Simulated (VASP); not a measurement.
## GaP: single point with PBEsol

**What was measured.**

“Stacking defects in GaP nanowires: Electronic structure and optical properties”, 2018, arxiv:1810.01194 quotes, for a bulk crystal of GaP at 10 K: band gap 2.34 eV (indirect).

The system is GaP.

```
CELL_PARAMETERS angstrom
0.00000 2.72541 2.72541
2.72541 0.00000 2.72541
2.72541 2.72541 0.00000
ATOMIC_POSITIONS crystal
Ga 0.00000 0.00000 0.00000
P 0.25000 0.25000 0.25000
```

| Item | Value |
| --- | --- |
| Program | VASP 6.6.1 |
| Task | single point |
| Functional | PBEsol |
| Potentials or basis | VASP PAW PBE potentials, release 64 (Ga_d, P) |
| Cutoff | 520 eV |
| k mesh | 6 × 6 × 6 |
| Occupations | gaussian, width 0.01 eV |
| Spin | no spin polarisation |
| Dipole correction | no |
| Further INCAR settings | ALGO = Normal; EDIFF = 1e-07; NBANDS = 16 |

* Pressure: -0.6 GPa
* Band gap on the k mesh: 1.51 eV (least direct gap 1.75 eV)

Levels at points of the mesh, in eV from the valence-band top:
| k point | band 5 | band 6 | band 7 | band 8 | band 9 | band 10 | band 11 | band 12 | band 13 | band 14 |
| --- | --- | --- | --- | --- | --- | --- | --- | --- | --- | --- |
| (0.00, 0.00, 0.00) | -14.45 | -12.52 | 0.00 | 0.00 | 0.00 | 1.75 | 3.82 | 3.82 | 3.82 | 8.56 |
| (0.50, 0.00, 0.00) | -14.44 | -10.43 | -6.70 | -1.13 | -1.13 | 1.58 | 4.65 | 4.65 | 8.08 | 10.74 |
| (0.50, 0.50, 0.00) | -14.43 | -9.52 | -6.81 | -2.71 | -2.71 | 1.51 | 1.71 | 10.54 | 10.54 | 11.08 |

It took 26 s on 1 thread of Intel Xeon 8259CL, with other jobs on the host, peak memory 0.16 GiB.

Measured gap of GaP: 2.34 eV (indirect; 10 K; quoted in “Stacking defects in GaP nanowires: Electronic structure and optical properties”, 2018, arxiv:1810.01194). This calculation gives 1.51 eV (-0.83 eV). Spin-orbit coupling on Ga is left out. The value is that of PBEsol on a finite k mesh, which can miss the band edges, without temperature or zero-point motion. Semilocal functionals fall short of measured gaps as a rule.

Caveat: the PAW data sets were made with another functional, which shifts forces and pressure a little.
